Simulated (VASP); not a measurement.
# Ti (Im-3m) in VASP: further runs, part 2 of 2

VASP 6.6.1. The steps go on from the part before.

## Step 3: Single point, PBE

INCAR reads:

```
SYSTEM = Ti
PREC = Accurate ; ENCUT = 520
EDIFF = 1E-6 ; ISMEAR = 0
SIGMA = 0.15 ; LREAL = .False.
LASPH = .True. ; NELM = 80
ALGO = Normal ; ISIF = 2
LWAVE = .False. ; LCHARG = .False.
GGA = PE ; NBANDS = 12
```

KPOINTS reads:

```
regular mesh
0
Gamma
  22 22 22
  0 0 0
```

POSCAR reads:

```
Ti
1.0
   -1.6410000000      1.6410000000      1.6410000000
    1.6410000000     -1.6410000000      1.6410000000
    1.6410000000      1.6410000000     -1.6410000000
Ti
1
Direct
    0.0000000000      0.0000000000      0.0000000000
```

Potentials or basis: VASP PAW PBE potentials, release 64 (Ti_sv).

Started as:

```sh
> cat potpaw_PBE.64/Ti_sv/POTCAR > POTCAR
> mpirun -np 1 vasp_std > vasp.out
```

OUTCAR:

```text
SYSTEM = Ti
   PREC = Accurate
   ENCUT = 520
   EDIFF = 1E-6
   ISMEAR = 0
   LREAL = .False.
   LASPH = .True.
   NELM = 80
   ISIF = 2
   GGA = PE

 ion  position               nearest neighbor table
   1  0.000  0.000  0.000-

  LATTYP: Found a body centered cubic cell.
 ALAT       =     3.2820000000

  Lattice vectors:

 A1 = (  -1.6410000000,   1.6410000000,   1.6410000000)
 A2 = (   1.6410000000,  -1.6410000000,   1.6410000000)
 A3 = (   1.6410000000,   1.6410000000,  -1.6410000000)

Analysis of symmetry for initial positions (statically):
=====================================================================
 Subroutine PRICEL returns:
 Original cell was already a primitive cell.

 Routine SETGRP: Setting up the symmetry group for a
 body centered cubic supercell.

 Subroutine GETGRP returns: Found 48 space group operations
 (whereof 48 operations were pure point group operations)
 out of a pool of 48 trial point group operations.

The static configuration has the point symmetry O_h .

Analysis of symmetry for dynamics (positions and initial velocities):
=====================================================================
 Subroutine PRICEL returns:
 Original cell was already a primitive cell.

 Routine SETGRP: Setting up the symmetry group for a
 body centered cubic supercell.

 Subroutine GETGRP returns: Found 48 space group operations
 (whereof 48 operations were pure point group operations)
 out of a pool of 48 trial point group operations.

The dynamic configuration has the point symmetry O_h .

 Subroutine INISYM returns: Found 48 space group operations
 (whereof 48 operations are pure point group operations),
 and found     1 'primitive' translations

----------------------------------------------------------------------------------------

                                     Primitive cell

  volume of cell :      17.6761

  direct lattice vectors                    reciprocal lattice vectors
    -1.641000000  1.641000000  1.641000000     0.000000000  0.304692261  0.304692261
     1.641000000 -1.641000000  1.641000000     0.304692261  0.000000000  0.304692261
     1.641000000  1.641000000 -1.641000000     0.304692261  0.304692261  0.000000000

  length of vectors
     2.842295375  2.842295375  2.842295375     0.430899928  0.430899928  0.430899928

  position of ions in fractional coordinates (direct lattice)
     0.000000000  0.000000000  0.000000000

  ion indices of the primitive-cell ions
   primitive index   ion index
                 1           1

----------------------------------------------------------------------------------------

 KPOINTS: regular mesh

Automatic generation of k-mesh.
 Grid dimensions read from file:
 generate k-points for:   22   22   22

 Generating k-lattice:

  Cartesian coordinates                     Fractional coordinates (reciprocal lattice)
     0.000000000  0.013849648  0.013849648     0.045454545  0.000000000  0.000000000
     0.013849648  0.000000000  0.013849648     0.000000000  0.045454545  0.000000000
     0.013849648  0.013849648  0.000000000     0.000000000  0.000000000  0.045454545

  Length of vectors
     0.019586360  0.019586360  0.019586360

  Shift w.r.t. Gamma in fractional coordinates (k-lattice)
     0.000000000  0.000000000  0.000000000

 Subroutine IBZKPT returns following result:
 ===========================================

 Found    328 irreducible k-points:

 Following reciprocal coordinates:
            Coordinates               Weight
  0.000000  0.000000  0.000000      1.000000
  0.045455  0.000000  0.000000     12.000000
  0.090909  0.000000  0.000000     12.000000
  0.136364  0.000000  0.000000     12.000000
  0.181818  0.000000  0.000000     12.000000
  0.227273  0.000000  0.000000     12.000000
[... 16 lines left out ...]
  0.090909  0.090909  0.000000     24.000000
  0.136364  0.090909 -0.000000     48.000000
 [... further k-points ...]
   k-points           NKPTS =    328   k-points in BZ     NKDIM =    328   number of bands    NBANDS=     12
   number of dos      NEDOS =    301   number of ions     NIONS =      1
   total plane-waves  NPLWV =  13824
   dimension x,y,z NGX =    24 NGY =   24 NGZ =   24
   dimension x,y,z NGXF=    48 NGYF=   48 NGZF=   48
   ions per type =               1
   NGX,Y,Z   is equivalent  to a cutoff of  14.04, 14.04, 14.04 a.u.
   NGXF,Y,Z  is equivalent  to a cutoff of  28.08, 28.08, 28.08 a.u.
 SYSTEM =  Ti
   PREC   = accura    normal or accurate (medium, high low for compatibility)
   ISTART =      0    job   : 0-new  1-cont  2-samecut
   ICHARG =      2    charge: 1-file 2-atom 10-const
   ISPIN  =      1    spin polarized calculation?
   LNONCOLLINEAR =      F non collinear calculations
   LSORBIT =      F    spin-orbit coupling
   LASPH  =      T    aspherical Exc in radial PAW
   ENCUT  =  520.0 eV  38.22 Ry    6.18 a.u.   5.28  5.28  5.28*2*pi/ulx,y,z
   NELM   =     80;   NELMIN=  2; NELMDL= -5     # of ELM steps
   EDIFF  = 0.1E-05   stopping-criterion for ELM
   LREAL  =      F    real-space projection
   EDIFFG = 0.1E-04   stopping-criterion for IOM
   NSW    =      0    number of steps for IOM
   IBRION =     -1    ionic relax: 0-MD 1-quasi-New 2-CG
   NFREE  =      0    steps in history (QN), initial steepest desc. (CG)
   ISIF   =      2    stress and relaxation
   ISYM   =      2    0-nonsym 1-usesym 2-fastsym
   POTIM  = 0.5000    time-step for ionic-motion
   TEBEG  =    0.0;   TEEND  =   0.0 temperature during run
   PSTRESS=    0.0 pullay stress
   NELECT =      12.0000    total number of electrons
   NUPDOWN=      -1.0000    fix difference up-down
   EMIN   =  10.00;   EMAX   =-10.00  energy-range for DOS
   EFERMI =   0.00;   METHOD = LEGACY
   ISMEAR =     0;   SIGMA  =   0.15  broadening in eV -4-tet -1-fermi 0-gaus
   EFERMI_NEDOS =   21; number of points for ismear=-14 and -15
   IALGO  =     38    algorithm
   IMIX   =      4    mixing-type and parameters
     AMIX     =   0.40;   BMIX     =  1.00
     AMIX_MAG =   1.60;   BMIX_MAG =  1.00
  volume/ion in A,a.u.               =      17.68       119.28
  Fermi-wavevector in a.u.,A,eV,Ry     =   1.438821  2.718977 28.166848  2.070205
  Thomas-Fermi vector in A             =   2.557745
   LORBIT       =      0    0 simple, 1 ext, 2 COOP (PROOUT), +10 PAW based schemes
   GGA     = PE    functional components
   LHFCALC =     F    Hartree Fock is set to
   AEXX    =    0.0000 exact exchange contribution
   IVDW    =     0    specifies the selected vdW correction
   LEPSILON=     F    determine dielectric tensor
   LRPA    =     F    only Hartree local field effects (RPA)
 non-spin polarized calculation
 Gauss-broadening in eV      SIGMA  =   0.15
  energy-cutoff  :      520.00
  volume of cell :       17.68
 maximum number of plane-waves:       490
 NGX is ok and might be reduce to    24
   NGX = 11   NGY = 11   NGZ = 11

 number of electron      12.0000001 magnetization

 Free energy of the ion-electron system (eV)
  ---------------------------------------------------
  ext. energy  EPLUGINS =         0.00000000
  ---------------------------------------------------
  free energy    TOTEN  =        -7.73396249 eV

  energy without entropy =       -7.70710630  energy(sigma->0) =       -7.72053439

 E-fermi :   7.9062     XC(G=0): -11.4115

 val. band max:        7.9028592720   @ k =  -0.4545   0.4545   0.1364
 cond. band min:       7.9106126644   @ k =  -0.4091  -0.4091   0.1364
 fundamental gap:      0.0077533924
 Fermi energy:         7.9061738280

 k-point     1 :       0.0000    0.0000    0.0000
  band No.  band energies     occupation
      1     -48.6609      2.00000
      2     -24.5372      2.00000
      3     -24.5372      2.00000
      4     -24.5372      2.00000
      5       1.9901      2.00000
      6       8.8777      0.00000
      7       8.8777      0.00000
      8       8.8777      0.00000
      9      10.5966      0.00000
     10      10.5966      0.00000
     11      25.1912      0.00000
     12      25.1912      0.00000
[... 331 lines left out ...]
 k-point    24 :       0.1364    0.0909   -0.0000
  band No.  band energies     occupation
      1     -48.6196      2.00000
      2     -24.7559      2.00000
      3     -24.5940      2.00000
      4     -24.5540      2.00000
      5       3.2303      2.00000
      6       8.4212      0.00000
      7       8.4916      0.00000
      8       9.8223      0.00000
      9      10.1941      0.00000
     10      10.7113      0.00000
     11      23.1536      0.00000
     12      23.9867      0.00000

 [... further k-points ...]

------------------------ aborting loop because EDIFF is reached ----------------------------------------

  FORCE on cell =-STRESS in cart. coord.  units (eV):
  Direction    XX          YY          ZZ          XY          YZ          ZX
  --------------------------------------------------------------------------------------
  -------------------------------------------------------------------------------------
  Total       -0.2897848     -0.2897848     -0.2897848     -0.0000000      0.0000000     -0.0000000
  in kB      -26.2663924    -26.2663924    -26.2663924     -0.0000000      0.0000000     -0.0000000
  external PRESSURE =     -26.2663924 kB  Pullay stress =       0.0000000 kB

 VOLUME and BASIS-vectors are now :
 -----------------------------------------------------------------------------
  energy-cutoff  :      520.00
  volume of cell :       17.68
      direct lattice vectors                 reciprocal lattice vectors
    -1.641000000  1.641000000  1.641000000     0.000000000  0.304692261  0.304692261
     1.641000000 -1.641000000  1.641000000     0.304692261  0.000000000  0.304692261
     1.641000000  1.641000000 -1.641000000     0.304692261  0.304692261  0.000000000

 POSITION                                       TOTAL-FORCE (eV/Angst)
 -----------------------------------------------------------------------------------
      0.00000      0.00000      0.00000        -0.000000      0.000000      0.000000
 -----------------------------------------------------------------------------------
    total drift:                               -0.000000     -0.000000      0.000000

  FREE ENERGIE OF THE ION-ELECTRON SYSTEM (eV)
  ---------------------------------------------------
  free  energy   TOTEN  =        -7.7339624899 eV

  energy  without entropy=       -7.7071062998  energy(sigma->0) =       -7.72053439
```

OSZICAR:

```text
N       E                     dE             d eps       ncg     rms          rms(c)
DAV:   1     0.867143583921E+02    0.86714E+02   -0.65774E+03  7884   0.120E+03
DAV:   2    -0.439023342808E+01   -0.91105E+02   -0.88731E+02  8012   0.297E+02
DAV:   3    -0.871162995488E+01   -0.43214E+01   -0.42745E+01 11012   0.654E+01
DAV:   4    -0.880551474997E+01   -0.93885E-01   -0.93778E-01  8760   0.856E+00
DAV:   5    -0.880787795628E+01   -0.23632E-02   -0.23631E-02  9408   0.120E+00    0.815E+00
DAV:   6    -0.772641351847E+01    0.10815E+01   -0.26289E+00  8480   0.227E+01    0.202E+00
DAV:   7    -0.772467386219E+01    0.17397E-02   -0.67352E-02  9288   0.268E+00    0.124E+00
DAV:   8    -0.773350248203E+01   -0.88286E-02   -0.34021E-02  8296   0.211E+00    0.957E-02
DAV:   9    -0.773394456948E+01   -0.44209E-03   -0.22330E-03  9432   0.442E-01    0.721E-02
DAV:  10    -0.773398459703E+01   -0.40028E-04   -0.23313E-04  8372   0.162E-01    0.143E-02
DAV:  11    -0.773396178496E+01    0.22812E-04   -0.23901E-05  9236   0.759E-02    0.663E-03
DAV:  12    -0.773396248985E+01   -0.70490E-06   -0.12325E-06  7324   0.135E-02
   1 F= -.77339625E+01 E0= -.77205344E+01  d E =-.268562E-01
```

It took 1.7 min on 1 thread of AMD EPYC 7R13, shared host; peak memory 0.16 GiB.

Results:

```
Free energy            : -7.7340 eV
Pressure               : -2.6 GPa
Band gap on the k mesh : zero (band 6 reaches 8.89 eV, above the bottom of band 7 at 7.32 eV)
```
